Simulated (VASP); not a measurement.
# I: single point with PBE

The system is I.

```
I
1.0
     2.96664    0.00000    0.00000
    -1.48332    2.56919    0.00000
     0.00000    0.00000    5.08018
I
2
Cartesian
  0.0000 1.7128 1.2700
  1.4833 0.8564 3.8101
```

This cell differs from its parent crystal: volume scaled by 0.5.

```yaml
Program: VASP 6.6.1
Task: single point
Functional: PBE
Potentials_or_basis: VASP PAW PBE potentials, release 64 (I)
Cutoff: 520 eV
k_mesh: 12 × 12 × 7
Occupations: fermi-dirac, width 0.08 eV
Spin: no spin polarisation
Dipole_correction: no
Further_INCAR_settings: ALGO = Normal; EDIFF = 1e-06; NBANDS = 14
```

The pressure is 66.0 GPa and the band gap on the k mesh is zero (band 7 reaches 17.77 eV, above the bottom of band 8 at 10.48 eV).

Stress tensor (GPa, compression positive):
```
65.73  0.00  0.00
 0.00 65.73  0.00
 0.00  0.00 66.53
```

Levels at points of the mesh, in eV from the Fermi level:
| k point | band 5 | band 6 | band 7 | band 8 | band 9 | band 10 |
| --- | --- | --- | --- | --- | --- | --- |
| (0.00, 0.00, 0.00) | 1.73 | 2.41 | 3.47 | 3.47 | 7.62 | 8.07 |
| (0.50, 0.00, 0.00) | -5.68 | -3.05 | -2.29 | 1.05 | 3.12 | 6.38 |

Wall time 16 s on 1 thread of Intel(R) Xeon(R) 6975P-C (Granite Rapids) (shared host), peak memory 0.17 GiB.

Caveat: spin-orbit coupling is left out, which moves the levels of the heavy elements.
